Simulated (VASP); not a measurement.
Write the native input for VASP 6.6.1 that does the following.

- Task: relaxation of cell and atoms
- Functional: PBE
- Potentials or basis: VASP PAW PBE potentials, release 64 (S)
- Cutoff: 600 eV
- k mesh: 32 × 32 × 32
- Occupations: gaussian, width 0.1 eV
- Spin: no spin polarisation
- Dipole correction: no
- Further INCAR settings: ALGO = Normal; EDIFF = 1e-06; IBRION = 2; EDIFFG = -0.01; NSW = 100; ISIF = 3

The structure of S lies in POSCAR:

```
S
1.0
   -1.1818383510      1.1818383510      4.4015730313
    1.1818383510     -1.1818383510      4.4015730313
    1.1818383510      1.1818383510     -4.4015730313
S
1
Direct
    0.0000000000      0.0000000000      0.0000000000
```

These files were run (other wordings do the same):

INCAR

```
PREC = Accurate
ENCUT = 600
EDIFF = 1E-6
ISMEAR = 0
SIGMA = 0.1
LREAL = False
LASPH = True
NELM = 100
ALGO = Normal
ISIF = 3
LWAVE = False
LCHARG = False
GGA = PE
IBRION = 2
NSW = 100
EDIFFG = -0.01
```

KPOINTS

```
Automatic mesh
0
Gamma
  32 32 32
```

Potentials or basis: VASP PAW PBE potentials, release 64 (S).

Command:

```bash
$ cat potpaw_PBE.64/S/POTCAR > POTCAR
$ mpirun -np 1 vasp_std > vasp.out
```

It gave:

```json
{
 "Relaxed volume": "24.55 Å³/atom",
 "Relaxed cell": "a = 4.708 Å, b = 4.708 Å, c = 4.708 Å, α = 150.95°, β = 150.95°, γ = 41.55°",
 "Space group after relaxing (to 0.05 Å)": "I4/mmm (No. 139)",
 "Energy gained by relaxing": "0.0 meV/atom",
 "Ionic steps": "3",
 "Pressure after relaxing": "0.0 GPa",
 "Band gap on the k mesh": "zero (band 3 reaches 7.39 eV, above the bottom of band 4 at 1.46 eV)"
}
```

Wall time 17 min on 1 thread of AMD EPYC 9R45 96-Core Processor (Zen 5), with other jobs on the host, peak memory 0.6 GiB.
